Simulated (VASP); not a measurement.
The system is MgS.

```
Mg S
1.0
     0.00000    2.52733    2.52733
     2.52733    0.00000    2.52733
     2.52733    2.52733    0.00000
Mg S
1 1
Direct
  0.00000 0.00000 0.00000
  0.50000 0.50000 0.50000
```

Program: VASP 6.6.1. Alike in all runs: task single point; level PBE; potentials or basis VASP PAW PBE potentials, release 64 (Mg, S); no spin polarisation; cell as given; cutoff (eV) 600; smearing gaussian 0.01 eV.

**Question.** Order these runs on this cell by their band gap on the k mesh, lowest first.
A. k mesh 2 × 2 × 2
B. k mesh 4 × 4 × 4
C. k mesh 3 × 3 × 3

**Answer.** A (2.63 eV), B (2.93 eV), C (4.03 eV).

Caveats: all runs use coarse meshes.

A k mesh can miss the band edges, odd and even meshes differently.
